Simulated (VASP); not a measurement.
Set up this calculation in VASP 6.6.1, as the native input.

* Task: single point
* Functional: SVWN5
* Potentials or basis: VASP PAW PBE potentials, release 64 (Si, C)
* Cutoff: 520 eV
* k mesh: 10 × 10 × 5
* Occupations: fermi-dirac, width 0.05 eV
* Spin: no spin polarisation
* Dipole correction: no
* Further INCAR settings: ALGO = Normal; EDIFF = 1e-07; NBANDS = 16

The structure of SiC (Moissanite) lies in POSCAR:

```
SiC
1.0
    3.1164783262      0.0000000000      0.0000000000
   -1.5582391631      2.6989494007      0.0000000000
    0.0000000000      0.0000000000      5.1144286705
Si C
2 2
Direct
    0.6666666667      0.3333333333      0.5000000000
    0.3333333333      0.6666666667      0.0000000000
    0.6666666667      0.3333333333      0.8850000000
    0.3333333333      0.6666666667      0.3850000000
```

These files were run (other wordings do the same):

INCAR

```
  PREC = Accurate
  ENCUT = 520
  EDIFF = 1E-7
  ISMEAR = -1
  SIGMA = 0.05
  LREAL = False
  LASPH = True
  NELM = 80
  ALGO = Normal
  ISIF = 2
  LWAVE = False
  LCHARG = True
  GGA = VW
  LELF = True
  LVHAR = True
  NBANDS = 16
```

KPOINTS

```
regular mesh
0
Gamma
  10 10 5
```

Potentials or basis: VASP PAW PBE potentials, release 64 (Si, C).

Command:

```console
$ cat potpaw_PBE.64/Si/POTCAR potpaw_PBE.64/C/POTCAR > POTCAR
$ mpirun -np 1 vasp_std > vasp.out
```

Results of the run:

| Quantity | Value |
| --- | --- |
| Pressure | -10.7 GPa |
| Largest force | 0.683 eV/Å |
| Band gap on the k mesh | 2.43 eV, indirect (least direct gap 3.91 eV) |

Caveat: the PAW data sets were made with another functional, which shifts forces and pressure a little.

Wall time 24 s on 1 thread of Intel Xeon 6975P-C (shared host), peak memory 0.15 GiB.
